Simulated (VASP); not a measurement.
# Ni: single point with r2SCAN

Crystal: Ni.

```
Ni
1.0
    -1.38264    1.38264    1.38264
     1.38264   -1.38264    1.38264
     1.38264    1.38264   -1.38264
Ni
1
Direct
  0.00000 0.00000 0.00000
```

This isn't the form of Ni at room conditions, which is fcc.

```yaml
Program: VASP 6.6.1
Task: single point
Functional: r2SCAN
Potentials_or_basis: VASP PAW PBE potentials, release 64 (Ni)
Cutoff: 520 eV
k_mesh: 20 × 20 × 20
Occupations: gaussian, width 0.05 eV
Spin: collinear spin, ferromagnetic start
Starting_moments: "[0.74] μB"
Dipole_correction: no
Further_INCAR_settings: ALGO = Normal; EDIFF = 1e-06; NBANDS = 15
```

```yaml
Pressure: 0.4 GPa
Net_moment: 0.61 μB per cell
Site_moments: Ni +0.62 μB
Valence_electrons_inside_the_program's_atomic_spheres: Ni 9.40
```

Levels at points of the mesh, in eV from the Fermi level:
Spin up:
| k point | band 2 | band 3 | band 4 | band 5 | band 6 | band 7 | band 8 | band 9 |
| --- | --- | --- | --- | --- | --- | --- | --- | --- |
| (0.00, 0.00, 0.00) | -2.68 | -2.68 | -2.68 | -1.12 | -1.12 | 27.80 | 27.80 | 27.80 |
| (0.50, 0.00, 0.00) | -3.65 | -1.22 | -0.95 | -0.34 | 0.24 | 6.86 | 20.17 | 21.41 |
| (0.50, 0.50, 0.50) | -4.62 | -0.57 | -0.57 | -0.57 | 10.43 | 10.43 | 10.43 | 16.28 |
Spin down:
```tsv
k point	band 3	band 4	band 5	band 6	band 7	band 8
(0.00, 0.00, 0.00)	-1.57	-1.57	-0.52	-0.52	27.76	27.76
(0.50, 0.00, 0.00)	-0.44	-0.34	0.07	0.95	7.38	20.12
(0.50, 0.50, 0.50)	0.70	0.70	0.70	10.45	10.45	10.45
```

Wall time 2.7 min on 1 thread of Intel(R) Xeon(R) Platinum 8559C (Emerald Rapids), on a shared host, peak memory 0.17 GiB.

Caveat: the PAW data sets were made with another functional, which shifts forces and pressure a little.
